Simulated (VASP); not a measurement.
# InSe (R3m) in VASP: further runs, part 2 of 2

VASP 6.6.1. Earlier steps stand in the parts before.

### Step 3. Single point, PBEsol

This run uses another cell than the first one, of the same volume but with other edges.

Contents of INCAR:

```
PREC     = Accurate       # precision mode
ENCUT    = 520            # plane-wave cutoff, eV
EDIFF    = 1E-7           # SCF threshold, eV
ISMEAR   = 0              # smearing method
SIGMA    = 0.03           # smearing width, eV
LREAL    = F              # projectors in reciprocal space
LASPH    = T              # aspherical terms in the spheres
NELM     = 100            # most SCF steps
ALGO     = Normal         # electronic algorithm
ISIF     = 2              # what is computed and relaxed
LWAVE    = F              # write WAVECAR
LCHARG   = F              # write CHGCAR
GGA      = PS             # functional
NBANDS   = 27             # bands
LUSENCCL = F
```

Contents of KPOINTS:

```
regular mesh
0
Gamma
  12 12 12
```

Contents of POSCAR:

```
InSe
1.0
    1.8820717287      1.0866146192      9.3915433324
   -1.8820717287      1.0866146192      9.3915433324
    0.0000000000     -2.1732292384      9.3915433324
In Se
2 2
Direct
    0.0000000000      0.0000000000      0.0000000000
    0.1122000000      0.1122000000      0.1122000000
    0.6155000000      0.6155000000      0.6155000000
    0.8300000000      0.8300000000      0.8300000000
```

Potentials or basis: VASP PAW PBE potentials, release 64 (In_d, Se).

Started as:

```
$ cat potpaw_PBE.64/In_d/POTCAR potpaw_PBE.64/Se/POTCAR > POTCAR
$ mpirun -np 1 vasp_std > vasp.out
```

OUTCAR:

```text
PREC = Accurate
   ENCUT = 520
   EDIFF = 1E-7
   ISMEAR = 0
   LREAL = F
   LASPH = T
   NELM = 100
   ISIF = 2
   GGA = PS

 ion  position               nearest neighbor table
   1  0.000  0.000  0.000-   3 2.61   3 2.61   3 2.61   2 3.16
   2  0.112  0.112  0.112-   4 2.61   4 2.61   4 2.61   1 3.16
   3  0.615  0.615  0.615-   1 2.61   1 2.61   1 2.61
   4  0.830  0.830  0.830-   2 2.61   2 2.61   2 2.61

  LATTYP: Found a trigonal (rhomboedric) cell.
 ALAT       =     9.6397101350
 COS(alpha) =     0.9237614921

  Lattice vectors:

 A1 = (   1.8820717287,   1.0866146192,   9.3915433324)
 A2 = (  -1.8820717287,   1.0866146192,   9.3915433324)
 A3 = (   0.0000000000,  -2.1732292384,   9.3915433324)

Analysis of symmetry for initial positions (statically):
=====================================================================
 Subroutine PRICEL returns:
 Original cell was already a primitive cell.

 Routine SETGRP: Setting up the symmetry group for a
 trigonal (rhombohedral) supercell.

[... 166 lines left out ...]
  free energy    TOTEN  =       -15.06749940 eV

  energy without entropy =      -15.06749940  energy(sigma->0) =      -15.06749940

 E-fermi :   3.6724     XC(G=0):  -9.1737

 val. band max:        3.4893656802   @ k =   0.5000   0.5000   0.5000
 cond. band min:       4.4203555421   @ k =   0.5000   0.5000   0.5000
 fundamental gap:      0.9309898619
 Fermi energy:         3.6723819196

 k-point     1 :       0.0000    0.0000    0.0000
  band No.  band energies     occupation
      1     -10.4505      2.00000
      2     -10.4352      2.00000
      3     -10.4352      2.00000
      4     -10.4150      2.00000
      5     -10.4150      2.00000
      6     -10.3092      2.00000
[... 709 lines left out ...]
     26      10.4005      0.00000
     27      11.0068      0.00000

 [... further k-points ...]

------------------------ aborting loop because EDIFF is reached ----------------------------------------

  FORCE on cell =-STRESS in cart. coord.  units (eV):
  Direction    XX          YY          ZZ          XY          YZ          ZX
  --------------------------------------------------------------------------------------
  -------------------------------------------------------------------------------------
  Total        3.7790767      3.7790767     -4.2616443      0.0000000      0.0000000      0.0000000
  in kB       52.5407612     52.5407612    -59.2499309      0.0000000      0.0000000      0.0000000
  external PRESSURE =      15.2771972 kB  Pullay stress =       0.0000000 kB

 VOLUME and BASIS-vectors are now :
 -----------------------------------------------------------------------------
  energy-cutoff  :      520.00
  volume of cell :      115.24
      direct lattice vectors                 reciprocal lattice vectors
     1.882071729  1.086614619  9.391543332     0.265664689  0.153381580  0.035492924
    -1.882071729  1.086614619  9.391543332    -0.265664689  0.153381580  0.035492924
     0.000000000 -2.173229238  9.391543332     0.000000000 -0.306763159  0.035492924

 POSITION                                       TOTAL-FORCE (eV/Angst)
 -----------------------------------------------------------------------------------
      0.00000      0.00000      0.00000         0.000000      0.000000      0.891876
      0.00000      0.00000      3.16119         0.000000      0.000000     -0.893156
      0.00000      0.00000     17.34148         0.000000      0.000000      0.194787
      0.00000      0.00000     23.38494         0.000000      0.000000     -0.193507
 -----------------------------------------------------------------------------------
    total drift:                                0.000000     -0.000000      0.000156

  FREE ENERGIE OF THE ION-ELECTRON SYSTEM (eV)
  ---------------------------------------------------
  free  energy   TOTEN  =       -15.0674993983 eV

  energy  without entropy=      -15.0674993983  energy(sigma->0) =      -15.06749940
```

stdout:

```text
Offloading initialized ...    1 GPUs detected
 POSCAR found type information on POSCAR InSe
 POSCAR found :  2 types and       4 ions
 scaLAPACK will be used selectively (only on CPU)
 -----------------------------------------------------------------------------
|                                                                             |
|                                                                             |
|     You enforced a specific xc type in the INCAR file but a different       |
|     I HOPE YOU KNOW WHAT YOU ARE DOING!                                     |
|                                                                             |
 -----------------------------------------------------------------------------

 LDA part: xc-table for (Slater+PW92), standard interpolation
 POSCAR, INCAR and KPOINTS ok, starting setup
 FFT: planning ... GRIDC
 FFT: planning ... GRID_SOFT
 FFT: planning ... GRID
 WAVECAR not read
 entering main loop
```

Run time: 9.9 min. Hardware: 1 × NVIDIA H100 80GB with 1 thread of AMD EPYC 7R13 (Zen 3), shared host; peak memory 1.9 GiB.

Results:

- Free energy: -15.0675 eV
- Pressure: 1.5 GPa
- Largest force: 0.893 eV/Å
- Band gap on the k mesh: 0.93 eV

Forces on the atoms (eV/Å):
```
In   0.000  0.000  0.892
In   0.000  0.000 -0.893
Se   0.000  0.000  0.195
Se   0.000  0.000 -0.194
```

Stress tensor (GPa, compression positive):
```
 5.25  0.00  0.00
 0.00  5.25  0.00
 0.00  0.00 -5.92
```

Levels at points of the mesh, in eV from the valence-band top:
| k point | band 16 | band 17 | band 18 | band 19 | band 20 | band 21 | band 22 | band 23 |
| --- | --- | --- | --- | --- | --- | --- | --- | --- |
| (0.00, 0.00, 0.00) | -0.10 | -0.10 | -0.03 | -0.03 | 2.30 | 3.30 | 4.85 | 6.11 |
| (0.50, 0.00, 0.00) | -2.13 | -1.31 | -1.22 | -1.20 | 1.51 | 2.13 | 3.64 | 4.33 |
| (0.50, 0.50, 0.00) | -2.42 | -1.39 | -1.13 | -1.04 | 1.28 | 2.36 | 3.37 | 4.25 |
| (0.50, 0.50, 0.50) | -0.12 | -0.12 | 0.00 | 0.00 | 0.93 | 3.62 | 5.07 | 6.06 |

Caveat: the stress differs along the axes, from -6 to 5 GPa; the PAW data sets were made with another functional, which shifts forces and pressure a little; spin-orbit coupling is left out, which moves the levels of the heavy elements.

### Step 4. Single point, PBEsol

This run uses another cell than the first one, of the same volume but with other edges.

Contents of INCAR:

```
ALGO = Normal ; EDIFF = 1E-7
ENCUT = 520 ; GGA = PS
ISIF = 2 ; ISMEAR = 0
LASPH = True ; LCHARG = True
LELF = True ; LREAL = False
LUSENCCL = False ; LVHAR = True
LWAVE = False ; NBANDS = 27
NELM = 60 ; PREC = Accurate
SIGMA = 0.03
```

Contents of KPOINTS:

```
k-points
0
Gamma
  12 12 12
```

Contents of POSCAR:

```
InSe
1.0
    2.0563670859      1.1872440906      7.8669795434
   -2.0563670859      1.1872440906      7.8669795434
    0.0000000000     -2.3744881812      7.8669795434
In Se
2 2
Direct
    0.0000000000      0.0000000000      0.0000000000
    0.1122000000      0.1122000000      0.1122000000
    0.6155000000      0.6155000000      0.6155000000
    0.8300000000      0.8300000000      0.8300000000
```

Started as:

```
$ cat potpaw_PBE.64/In_d/POTCAR potpaw_PBE.64/Se/POTCAR > POTCAR
$ mpirun -np 1 vasp_std > vasp.out
```

Run time: 11 min. Hardware: 1 × NVIDIA H100 80GB with 1 thread of AMD EPYC 7R13 (Zen 3), shared host; peak memory 1.8 GiB.

The run converged. Its results:

```
Free energy            : -15.5036 eV
Pressure               : 0.3 GPa
Largest force          : 0.763 eV/Å
Band gap on the k mesh : 0.13 eV (least direct gap 0.29 eV)
```

Forces on the atoms (eV/Å):
```
In   0.000  0.000 -0.763
In   0.000  0.000  0.749
Se   0.000  0.000 -0.039
Se   0.000  0.000  0.053
```

Stress tensor (GPa, compression positive):
```
-1.41  0.00  0.00
 0.00 -1.41  0.00
 0.00  0.00  3.83
```

Levels at points of the mesh, in eV from the valence-band top:
```
           k point  band 15  band 16  band 17  band 18  band 19  band 20  band 21  band 22  band 23  band 24
(0.00, 0.00, 0.00)    -1.74    -1.74    -1.71    -1.57    -1.57     1.36     1.70     3.67     3.67     4.96
(0.50, 0.00, 0.00)    -3.72    -2.73    -2.57    -2.53    -1.71     0.84     1.79     3.89     3.98     4.38
(0.50, 0.50, 0.00)    -3.43    -2.95    -2.75    -2.25    -1.58     0.93     1.73     3.27     3.42     3.82
(0.50, 0.50, 0.50)    -1.84    -1.84    -1.45    -1.45    -0.15     0.13     1.55     3.54     3.54     5.16
```

Caveat: the stress differs along the axes, from -1 to 4 GPa; the PAW data sets were made with another functional, which shifts forces and pressure a little; spin-orbit coupling is left out, which moves the levels of the heavy elements.

### Step 5. Overview

| cell | gap on the mesh (eV) | pressure (GPa) | largest force (eV/Å) |
| --- | --- | --- | --- |
| a = 7.851 Å, angles 31.2°, 4 atoms | 0.24 | 0.9 | 2.19 |
| a = 9.640 Å, angles 22.5°, 4 atoms | 0.93 | 1.5 | 0.89 |
| a = 8.218 Å, angles 29.0°, 4 atoms | 0.13 | 0.3 | 0.76 |

Alike in all rows: task single point; level PBEsol; potentials or basis VASP PAW PBE potentials, release 64 (In_d, Se); no spin polarisation; k mesh 12 × 12 × 12; cutoff (eV) 520; smearing gaussian 0.03 eV.

Caveats: the PAW data sets were made with another functional, which shifts forces and pressure a little; spin-orbit coupling is left out, which moves the levels of the heavy elements; the stress differs along the axes, from -3 to 9 GPa (at least some runs); the stress differs along the axes, from -6 to 5 GPa (at least some runs); the stress differs along the axes, from -1 to 4 GPa (at least some runs).

Total energies depend on the potentials used, so only differences within one code and one set of settings carry meaning.
